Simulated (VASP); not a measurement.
Set up this calculation in VASP 6.6.1, as the native input.

- Task: single point
- Functional: PBEsol-based screened hybrid
- Potentials or basis: VASP PAW PBE potentials, release 64 (Sb)
- Cutoff: 520 eV
- k mesh: 4 × 4 × 4
- Occupations: fermi-dirac, width 0.05 eV
- Spin: no spin polarisation
- Dipole correction: no
- Grid for exact exchange (PRECFOCK): Normal
- Share of exact exchange: 0.25
- Further INCAR settings: ALGO = Normal; EDIFF = 1e-06; NBANDS = 8
- Screening parameter: 0.207 1/Å

The system is Sb.

```
Sb
1.0
     3.02537    0.00000    0.00000
     0.00000    3.02537    0.00000
     0.00000    0.00000    3.02537
Sb
1
Direct
  0.00000 0.00000 0.00000
```

The input as run:

POSCAR

```
Sb
1.0
    3.0253660593      0.0000000000      0.0000000000
    0.0000000000      3.0253660593      0.0000000000
    0.0000000000      0.0000000000      3.0253660593
Sb
1
Direct
    0.0000000000      0.0000000000      0.0000000000
```

INCAR.step1

```
SYSTEM = Sb
  PREC = Accurate
  ENCUT = 520
  EDIFF = 1E-5
  ISMEAR = -1
  SIGMA = 0.05
  LREAL = .FALSE.
  LASPH = .TRUE.
  NELM = 80
  ALGO = Normal
  ISIF = 2
  LWAVE = .TRUE.
  NBANDS = 8
  GGA = PE
```

INCAR.step2

```
SYSTEM = Sb
  PREC = Accurate
  ENCUT = 520
  EDIFF = 1E-6
  ISMEAR = -1
  SIGMA = 0.05
  LREAL = .FALSE.
  LASPH = .TRUE.
  NELM = 80
  ALGO = Normal
  ISIF = 2
  LWAVE = .FALSE.
  LCHARG = .TRUE.
  GGA = PS
  LHFCALC = .TRUE.
  AEXX = 0.25
  HFSCREEN = 0.207
  PRECFOCK = Normal
  LELF = .TRUE.
  LVHAR = .TRUE.
  NBANDS = 8
  ISTART = 1
```

KPOINTS

```
Automatic mesh
0
G
  4 4 4
  0 0 0
```

Potentials or basis: VASP PAW PBE potentials, release 64 (Sb).

Command:

```bash
$ cat potpaw_PBE.64/Sb/POTCAR > POTCAR
$ cp INCAR.step1 INCAR
$ mpirun -np 1 vasp_std > vasp.out
$ cp INCAR.step2 INCAR
$ mpirun -np 1 vasp_std > vasp.out
```

Results of the run:

| Item | Value |
| --- | --- |
| Pressure | -1.1 GPa |

Caveat: the k points lie up to 0.52 Å⁻¹ apart; the PAW data sets were made with another functional, which shifts forces and pressure a little.

Run time: 47 s on 1 thread of Intel(R) Xeon(R) Platinum 8259CL CPU @ 2.50GHz (Skylake/Cascade Lake), with other jobs on the host, peak memory 0.24 GiB.
